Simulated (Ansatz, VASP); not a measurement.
As in VASP and in Ansatz

```
CELL_PARAMETERS angstrom
3.72800 0.00000 0.00000
-1.86400 3.22854 0.00000
0.00000 0.00000 28.00000
ATOMIC_POSITIONS crystal
As 0.33333 0.66667 0.52129
As 0.66667 0.33333 0.47871
```

Alike in both runs: task single point; functional PBE; k mesh 9 × 9 × 1; occupations gaussian, width 0.02 eV; no spin polarisation.

|  | VASP | Ansatz |
| --- | --- | --- |
| version | VASP 6.6.1 | Ansatz 0.2.0 |
| potentials or method | VASP PAW PBE potentials, release 64 (As_d), cutoff 400 eV | scalar-relativistic, plane waves, PAW |
| valence electrons in the cell | 30 | 30 |

```tsv
	VASP	Ansatz	Ansatz less VASP
gap on the k mesh at the Fermi level (eV)	0.45	0.48	+0.034
least direct gap on the mesh (eV)	0.48	0.51	+0.034
rms of the force components (eV/Å)	1.193	1.175	-0.0186
```

Atom by atom the forces differ by 0.019 eV/Å (rms over components).
